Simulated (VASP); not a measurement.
# CdF2 (Fmmm) in VASP: further runs

The runs below take CdF2 through single point, with PBEsol.

Program: VASP 6.6.1. These are calculated values, not measurements. Logs are shortened: lines on timing, memory, paths and dates and some standing lists are left out, and cuts for length are marked.

**1. The cell of the first run**

The structure is orthorhombic, space group Fmmm (No. 69). The conventional cell has a = 5.075 Å, b = 5.290 Å, c = 5.788 Å, α = 90.00°, β = 90.00°, γ = 90.00°. Within 3.1 Å of Cd (site symmetry mmm) lie 8 F at 2.33 Å. F (site symmetry 222) has 4 Cd at 2.33 Å and 6 F at 2.54 to 2.89 Å within 3.1 Å.

**2. Single point, PBEsol**

File INCAR:

```
SYSTEM = CdF2
  PREC = Accurate
  ENCUT = 520
  EDIFF = 1E-7
  ISMEAR = 0
  SIGMA = 0.05
  LREAL = .FALSE.
  LASPH = .TRUE.
  NELM = 80
  ALGO = Normal
  ISIF = 2
  LWAVE = .FALSE.
  LCHARG = .FALSE.
  GGA = PS
  NBANDS = 20
```

File KPOINTS:

```
regular mesh
0
G
  8 8 8
  0 0 0
```

File POSCAR:

```
CdF2
1.0
    0.0000000000      2.6449616790      2.8939784274
    2.5372787607      0.0000000000      2.8939784274
    2.5372787607      2.6449616790      0.0000000000
Cd F
1 2
Direct
    0.0000000000      0.0000000000      0.0000000000
    0.2500000000      0.2500000000      0.2500000000
    0.7500000000      0.7500000000      0.7500000000
```

Potentials or basis: VASP PAW PBE potentials, release 64 (Cd, F).

Launch:

```
cat potpaw_PBE.64/Cd/POTCAR potpaw_PBE.64/F/POTCAR > POTCAR
mpirun -np 1 vasp_std > vasp.out
```

OUTCAR:

```text
SYSTEM = CdF2
   PREC = Accurate
   ENCUT = 520
   EDIFF = 1E-7
   ISMEAR = 0
   LREAL = .FALSE.
   LASPH = .TRUE.
   NELM = 80
   ISIF = 2
   GGA = PS

 ion  position               nearest neighbor table
   1  0.000  0.000  0.000-   3 2.33   3 2.33   2 2.33   3 2.33   2 2.33   2 2.33   3 2.33   2 2.33

   2  0.250  0.250  0.250-   1 2.33   1 2.33   1 2.33   1 2.33
   3  0.750  0.750  0.750-   1 2.33   1 2.33   1 2.33   1 2.33

  LATTYP: Found a face centered orthorhombic cell.
 ALAT       =     5.0745575214
 B/A-ratio  =     1.0424403183
 C/A-ratio  =     1.1405835544

  Lattice vectors:

 A1 = (   0.0000000000,   2.6449616790,   2.8939784274)
 A2 = (   2.5372787607,   0.0000000000,   2.8939784274)
 A3 = (   2.5372787607,   2.6449616790,   0.0000000000)

Analysis of symmetry for initial positions (statically):
=====================================================================
 Subroutine PRICEL returns:
 Original cell was already a primitive cell.

 Routine SETGRP: Setting up the symmetry group for a
 face centered orthorhombic supercell.

 Subroutine GETGRP returns: Found  8 space group operations
 (whereof  8 operations were pure point group operations)
 out of a pool of  8 trial point group operations.

The static configuration has the point symmetry D_2h.

Analysis of symmetry for dynamics (positions and initial velocities):
=====================================================================
 Subroutine PRICEL returns:
 Original cell was already a primitive cell.

 Routine SETGRP: Setting up the symmetry group for a
 face centered orthorhombic supercell.

 Subroutine GETGRP returns: Found  8 space group operations
 (whereof  8 operations were pure point group operations)
 out of a pool of  8 trial point group operations.

The dynamic configuration has the point symmetry D_2h.

 Subroutine INISYM returns: Found  8 space group operations
 (whereof  8 operations are pure point group operations),
 and found     1 'primitive' translations

----------------------------------------------------------------------------------------

                                     Primitive cell

  volume of cell :      38.8430

  direct lattice vectors                    reciprocal lattice vectors
     0.000000000  2.644961679  2.893978427    -0.197061516  0.189038656  0.172772539
     2.537278761  0.000000000  2.893978427     0.197061516 -0.189038656  0.172772539
     2.537278761  2.644961679  0.000000000     0.197061516  0.189038656 -0.172772539

  length of vectors
     3.920578200  3.848752349  3.665188371     0.323139606  0.323139606  0.323139606

  position of ions in fractional coordinates (direct lattice)
     0.000000000  0.000000000  0.000000000
     0.250000000  0.250000000  0.250000000
     0.750000000  0.750000000  0.750000000

  ion indices of the primitive-cell ions
   primitive index   ion index
                 1           1
                 2           2
                 3           3

----------------------------------------------------------------------------------------

 KPOINTS: regular mesh

Automatic generation of k-mesh.
 Grid dimensions read from file:
 generate k-points for:    8    8    8

 Generating k-lattice:

  Cartesian coordinates                     Fractional coordinates (reciprocal lattice)
    -0.024632690  0.023629832  0.021596567     0.125000000  0.000000000  0.000000000
     0.024632690 -0.023629832  0.021596567     0.000000000  0.125000000  0.000000000
     0.024632690  0.023629832 -0.021596567     0.000000000  0.000000000  0.125000000

  Length of vectors
     0.040392451  0.040392451  0.040392451

  Shift w.r.t. Gamma in fractional coordinates (k-lattice)
     0.000000000  0.000000000  0.000000000

 Subroutine IBZKPT returns following result:
 ===========================================

 Found     95 irreducible k-points:

 Following reciprocal coordinates:
            Coordinates               Weight
  0.000000  0.000000  0.000000      1.000000
  0.125000  0.000000  0.000000      8.000000
  0.250000  0.000000  0.000000      8.000000
  0.375000  0.000000  0.000000      8.000000
  0.500000  0.000000  0.000000      4.000000
  0.125000  0.125000  0.000000      2.000000
[... 16 lines left out ...]
  0.250000  0.000000  0.125000      8.000000
  0.375000  0.000000  0.125000      8.000000
 [... further k-points ...]
   k-points           NKPTS =     95   k-points in BZ     NKDIM =     95   number of bands    NBANDS=     20
   number of dos      NEDOS =    301   number of ions     NIONS =      3
   total plane-waves  NPLWV =  25200
   dimension x,y,z NGX =    30 NGY =   30 NGZ =   28
   dimension x,y,z NGXF=    60 NGYF=   60 NGZF=   56
   ions per type =               1   2
   NGX,Y,Z   is equivalent  to a cutoff of  12.72, 12.96, 12.70 a.u.
   NGXF,Y,Z  is equivalent  to a cutoff of  25.44, 25.92, 25.40 a.u.
 SYSTEM =  CdF2
   PREC   = accura    normal or accurate (medium, high low for compatibility)
   ISTART =      0    job   : 0-new  1-cont  2-samecut
   ICHARG =      2    charge: 1-file 2-atom 10-const
   ISPIN  =      1    spin polarized calculation?
   LNONCOLLINEAR =      F non collinear calculations
   LSORBIT =      F    spin-orbit coupling
   LASPH  =      T    aspherical Exc in radial PAW
   ENCUT  =  520.0 eV  38.22 Ry    6.18 a.u.   7.29  7.16  6.81*2*pi/ulx,y,z
   NELM   =     80;   NELMIN=  2; NELMDL= -5     # of ELM steps
   EDIFF  = 0.1E-06   stopping-criterion for ELM
   LREAL  =      F    real-space projection
   EDIFFG = 0.1E-05   stopping-criterion for IOM
   NSW    =      0    number of steps for IOM
   IBRION =     -1    ionic relax: 0-MD 1-quasi-New 2-CG
   NFREE  =      0    steps in history (QN), initial steepest desc. (CG)
   ISIF   =      2    stress and relaxation
   ISYM   =      2    0-nonsym 1-usesym 2-fastsym
   POTIM  = 0.5000    time-step for ionic-motion
   TEBEG  =    0.0;   TEEND  =   0.0 temperature during run
   PSTRESS=    0.0 pullay stress
   NELECT =      26.0000    total number of electrons
   NUPDOWN=      -1.0000    fix difference up-down
   EMIN   =  10.00;   EMAX   =-10.00  energy-range for DOS
   EFERMI =   0.00;   METHOD = LEGACY
   ISMEAR =     0;   SIGMA  =   0.05  broadening in eV -4-tet -1-fermi 0-gaus
   EFERMI_NEDOS =   21; number of points for ismear=-14 and -15
   IALGO  =     38    algorithm
   IMIX   =      4    mixing-type and parameters
     AMIX     =   0.40;   BMIX     =  1.00
     AMIX_MAG =   1.60;   BMIX_MAG =  1.00
  volume/ion in A,a.u.               =      12.95        87.38
  Fermi-wavevector in a.u.,A,eV,Ry     =   1.432061  2.706204 27.902829  2.050800
  Thomas-Fermi vector in A             =   2.551730
   LORBIT       =      0    0 simple, 1 ext, 2 COOP (PROOUT), +10 PAW based schemes
   GGA     = PS    functional components
   LHFCALC =     F    Hartree Fock is set to
   AEXX    =    0.0000 exact exchange contribution
   IVDW    =     0    specifies the selected vdW correction
   LEPSILON=     F    determine dielectric tensor
   LRPA    =     F    only Hartree local field effects (RPA)
 non-spin polarized calculation
 Gauss-broadening in eV      SIGMA  =   0.05
  energy-cutoff  :      520.00
  volume of cell :       38.84
 maximum number of plane-waves:      1066
 NGX is ok and might be reduce to    30
   NGX = 15   NGY = 15   NGZ = 13

 number of electron      25.9999992 magnetization

 Free energy of the ion-electron system (eV)
  ---------------------------------------------------
  ext. energy  EPLUGINS =         0.00000000
  ---------------------------------------------------
  free energy    TOTEN  =       -11.46960171 eV

  energy without entropy =      -11.46960171  energy(sigma->0) =      -11.46960171

 E-fermi :  -0.8554     XC(G=0): -10.7568

 val. band max:       -1.1771991876   @ k =  -0.3750   0.1250   0.5000
 cond. band min:       1.4088562589   @ k =   0.0000   0.0000   0.0000
 fundamental gap:      2.5860554465
 Fermi energy:        -0.8554152505

 k-point     1 :       0.0000    0.0000    0.0000
  band No.  band energies     occupation
      1     -22.1101      2.00000
      2     -20.8896      2.00000
      3      -7.0675      2.00000
      4      -6.9919      2.00000
      5      -6.9904      2.00000
      6      -5.8375      2.00000
[... 12 lines left out ...]
     19      17.1765      0.00000
     20      19.7491      0.00000

 k-point     2 :       0.1250    0.0000    0.0000
  band No.  band energies     occupation
      1     -22.0561      2.00000
      2     -20.9389      2.00000
      3      -6.9959      2.00000
      4      -6.9260      2.00000
      5      -6.8453      2.00000
      6      -5.8498      2.00000
[... 12 lines left out ...]
     19      17.1222      0.00000
     20      19.2189      0.00000

 k-point     3 :       0.2500    0.0000    0.0000
  band No.  band energies     occupation
      1     -21.9092      2.00000
      2     -21.0723      2.00000
      3      -6.8754      2.00000
      4      -6.7699      2.00000
      5      -6.4114      2.00000
      6      -5.8444      2.00000
[... 12 lines left out ...]
     19      17.8842      0.00000
     20      18.3814      0.00000

 k-point     4 :       0.3750    0.0000    0.0000
  band No.  band energies     occupation
      1     -21.7057      2.00000
      2     -21.2586      2.00000
      3      -6.7939      2.00000
      4      -6.6307      2.00000
      5      -5.8612      2.00000
      6      -5.8146      2.00000
[... 12 lines left out ...]
     19      17.3583      0.00000
     20      17.6819      0.00000

 k-point     5 :       0.5000    0.0000    0.0000
  band No.  band energies     occupation
      1     -21.5167      2.00000
      2     -21.4397      2.00000
      3      -6.7731      2.00000
      4      -6.5849      2.00000
      5      -5.7875      2.00000
      6      -5.7277      2.00000
[... 12 lines left out ...]
     19      17.0962      0.00000
     20      17.2826      0.00000
[... 353 lines left out ...]
      6      -5.7102      2.00000
[... 12 lines left out ...]
     19      17.3094      0.00000
     20      20.6429      0.00000

 k-point    22 :       0.1250    0.0000    0.1250
  band No.  band energies     occupation
      1     -22.0361      2.00000
      2     -20.9562      2.00000
      3      -6.9600      2.00000
      4      -6.9347      2.00000
      5      -6.7737      2.00000
      6      -5.8897      2.00000
[... 12 lines left out ...]
     19      17.8348      0.00000
     20      19.1595      0.00000

 k-point    23 :       0.2500    0.0000    0.1250
  band No.  band energies     occupation
      1     -21.9219      2.00000
      2     -21.0565      2.00000
      3      -6.8299      2.00000
      4      -6.8078      2.00000
      5      -6.4500      2.00000
      6      -5.9748      2.00000
[... 12 lines left out ...]
     19      18.0324      0.00000
     20      19.5408      0.00000

 k-point    24 :       0.3750    0.0000    0.1250
  band No.  band energies     occupation
      1     -21.7433      2.00000
      2     -21.2163      2.00000
      3      -6.7166      2.00000
      4      -6.6493      2.00000
      5      -5.9914      2.00000
      6      -5.9628      2.00000
[... 12 lines left out ...]
     19      17.3221      0.00000
     20      19.5440      0.00000

 [... further k-points ...]
[... 5 lines left out ...]
  --------------------------------------------------------------------------------------
  -------------------------------------------------------------------------------------
  Total        1.8674700      0.6585056     -1.7304178      0.0000000      0.0000000      0.0000000
  in kB       77.0284845     27.1617153    -71.3754237      0.0000000      0.0000000      0.0000000
  external PRESSURE =      10.9382587 kB  Pullay stress =       0.0000000 kB

 VOLUME and BASIS-vectors are now :
 -----------------------------------------------------------------------------
  energy-cutoff  :      520.00
  volume of cell :       38.84
      direct lattice vectors                 reciprocal lattice vectors
     0.000000000  2.644961679  2.893978427    -0.197061516  0.189038656  0.172772539
     2.537278761  0.000000000  2.893978427     0.197061516 -0.189038656  0.172772539
     2.537278761  2.644961679  0.000000000     0.197061516  0.189038656 -0.172772539

 POSITION                                       TOTAL-FORCE (eV/Angst)
 -----------------------------------------------------------------------------------
      0.00000      0.00000      0.00000        -0.000000     -0.000000      0.000000
      1.26864      1.32248      1.44699         0.000000      0.000000     -0.000000
      3.80592      3.96744      4.34097        -0.000000      0.000000      0.000000
 -----------------------------------------------------------------------------------
    total drift:                                0.000000     -0.000000      0.000000

  FREE ENERGIE OF THE ION-ELECTRON SYSTEM (eV)
  ---------------------------------------------------
  free  energy   TOTEN  =       -11.4696017090 eV

  energy  without entropy=      -11.4696017090  energy(sigma->0) =      -11.46960171
```

It took 82 s on 1 thread of Oxide Virtual Turin-like, shared host; peak memory 0.18 GiB.

Results:

```
Free energy            : -11.4696 eV
Pressure               : 1.1 GPa
Band gap on the k mesh : 2.59 eV (least direct gap 3.11 eV)
```

Caveat: the cell differs from its parent crystal (strain +e along x and -e along y -0.0200, strain +e along z and -e/2 along x and y +0.0750); the stress differs along the axes, from -7 to 8 GPa; the PAW data sets were made with another functional, which shifts forces and pressure a little. A k mesh can miss the band edges.

**3. Single point, PBEsol**

File INCAR:

```
SYSTEM = CdF2
ALGO = Normal ; EDIFF = 1E-6
ENCUT = 520 ; GGA = PS
ISIF = 2 ; ISMEAR = 0
LASPH = .True. ; LCHARG = .False.
LREAL = .False. ; LWAVE = .False.
NBANDS = 20 ; NELM = 100
PREC = Accurate ; SIGMA = 0.05
```

File KPOINTS:

```
k-points
0
Gamma
  8 8 8
  0 0 0
```

File POSCAR:

```
CdF2
1.0
    0.0000000000      2.6988031381      2.8939784274
    2.4834373016      0.0000000000      2.8939784274
    2.4834373016      2.6988031381      0.0000000000
Cd F
1 2
Direct
    0.0000000000      0.0000000000      0.0000000000
    0.2500000000      0.2500000000      0.2500000000
    0.7500000000      0.7500000000      0.7500000000
```

Potentials or basis: VASP PAW PBE potentials, release 64 (Cd, F).

Launch:

```
cat potpaw_PBE.64/Cd/POTCAR potpaw_PBE.64/F/POTCAR > POTCAR
mpirun -np 1 vasp_std > vasp.out
```

OUTCAR:

```text
SYSTEM = CdF2
   EDIFF = 1E-6
   ENCUT = 520
   GGA = PS
   ISIF = 2
   ISMEAR = 0
   LASPH = .True.
   LREAL = .False.
   NELM = 100
   PREC = Accurate

 ion  position               nearest neighbor table
   1  0.000  0.000  0.000-   3 2.34   3 2.34   3 2.34   2 2.34   3 2.34   2 2.34   2 2.34   2 2.34

   2  0.250  0.250  0.250-   1 2.34   1 2.34   1 2.34   1 2.34
   3  0.750  0.750  0.750-   1 2.34   1 2.34   1 2.34   1 2.34

  LATTYP: Found a face centered orthorhombic cell.
 ALAT       =     4.9668746032
 B/A-ratio  =     1.0867208672
 C/A-ratio  =     1.1653116531

  Lattice vectors:

 A1 = (   0.0000000000,   2.6988031381,   2.8939784274)
 A2 = (   2.4834373016,   0.0000000000,   2.8939784274)
 A3 = (   2.4834373016,   2.6988031381,   0.0000000000)

Analysis of symmetry for initial positions (statically):
=====================================================================
 Subroutine PRICEL returns:
 Original cell was already a primitive cell.

 Routine SETGRP: Setting up the symmetry group for a
 face centered orthorhombic supercell.

[... 161 lines left out ...]
 Free energy of the ion-electron system (eV)
  ---------------------------------------------------
  ext. energy  EPLUGINS =         0.00000000
  ---------------------------------------------------
  free energy    TOTEN  =       -11.42984762 eV

  energy without entropy =      -11.42984762  energy(sigma->0) =      -11.42984762

 E-fermi :  -0.8436     XC(G=0): -10.7668

 val. band max:       -1.0415649078   @ k =   0.5000   0.0000   0.5000
 cond. band min:       1.3933525666   @ k =   0.0000   0.0000   0.0000
 fundamental gap:      2.4349174744
 Fermi energy:        -0.8436499706

 k-point     1 :       0.0000    0.0000    0.0000
  band No.  band energies     occupation
      1     -22.0997      2.00000
      2     -20.8511      2.00000
      3      -7.0468      2.00000
      4      -6.9802      2.00000
      5      -6.9771      2.00000
      6      -5.8403      2.00000
[... 541 lines left out ...]
     19      17.3855      0.00000
     20      19.5038      0.00000

 [... further k-points ...]
[... 5 lines left out ...]
  --------------------------------------------------------------------------------------
  -------------------------------------------------------------------------------------
  Total        2.5539027      0.1068100     -1.7379018      0.0000000      0.0000000      0.0000000
  in kB      105.4788127      4.4113611    -71.7771339      0.0000000      0.0000000      0.0000000
  external PRESSURE =      12.7043466 kB  Pullay stress =       0.0000000 kB

 VOLUME and BASIS-vectors are now :
 -----------------------------------------------------------------------------
  energy-cutoff  :      520.00
  volume of cell :       38.79
      direct lattice vectors                 reciprocal lattice vectors
     0.000000000  2.698803138  2.893978427    -0.201333853  0.185267311  0.172772539
     2.483437302  0.000000000  2.893978427     0.201333853 -0.185267311  0.172772539
     2.483437302  2.698803138  0.000000000     0.201333853  0.185267311 -0.172772539

 POSITION                                       TOTAL-FORCE (eV/Angst)
 -----------------------------------------------------------------------------------
      0.00000      0.00000      0.00000         0.000000     -0.000000     -0.000000
      1.24172      1.34940      1.44699        -0.000000      0.000000     -0.000000
      3.72516      4.04820      4.34097         0.000000     -0.000000      0.000000
 -----------------------------------------------------------------------------------
    total drift:                                0.000000     -0.000000      0.000000

  FREE ENERGIE OF THE ION-ELECTRON SYSTEM (eV)
  ---------------------------------------------------
  free  energy   TOTEN  =       -11.4298476156 eV

  energy  without entropy=      -11.4298476156  energy(sigma->0) =      -11.42984762
```

stdout:

```text
POSCAR found type information on POSCAR CdF
 POSCAR found :  2 types and       3 ions
 scaLAPACK will be used
 -----------------------------------------------------------------------------
|                                                                             |
|                                                                             |
|     You enforced a specific xc type in the INCAR file but a different       |
|     I HOPE YOU KNOW WHAT YOU ARE DOING!                                     |
|                                                                             |
 -----------------------------------------------------------------------------

 LDA part: xc-table for (Slater+PW92), standard interpolation
 POSCAR, INCAR and KPOINTS ok, starting setup
 FFT: planning ... GRIDC
 FFT: planning ... GRID_SOFT
 FFT: planning ... GRID
 WAVECAR not read
 entering main loop
```

Wall time 92 s (1 thread of Oxide Virtual Turin-like, shared host); peak memory 0.17 GiB.

What came out:

```
Free energy            : -11.4298 eV
Pressure               : 1.3 GPa
Band gap on the k mesh : 2.44 eV (least direct gap 2.98 eV)
```

Levels at points of the mesh, in eV from the valence-band top:
| k point | band 10 | band 11 | band 12 | band 13 | band 14 | band 15 | band 16 | band 17 |
| --- | --- | --- | --- | --- | --- | --- | --- | --- |
| (0.00, 0.00, 0.00) | -1.12 | -0.80 | -0.64 | -0.54 | 2.44 | 12.10 | 12.28 | 12.48 |
| (0.50, 0.00, 0.00) | -2.30 | -1.98 | -0.76 | -0.69 | 6.66 | 8.41 | 13.62 | 14.53 |
| (0.50, 0.50, 0.00) | -3.03 | -1.14 | -0.44 | -0.03 | 7.46 | 9.31 | 11.57 | 13.73 |
| (0.50, 0.00, 0.50) | -3.06 | -0.77 | -0.58 | 0.00 | 7.60 | 8.86 | 11.35 | 12.97 |
| (0.00, 0.50, 0.50) | -3.25 | -0.54 | -0.36 | -0.24 | 7.19 | 8.99 | 11.59 | 12.88 |

Caveat: the cell differs from its parent crystal (strain +e along x and -e along y -0.0400, strain +e along z and -e/2 along x and y +0.0750); the stress differs along the axes, from -7 to 11 GPa; the PAW data sets were made with another functional, which shifts forces and pressure a little.

[end of part 1 of 2]
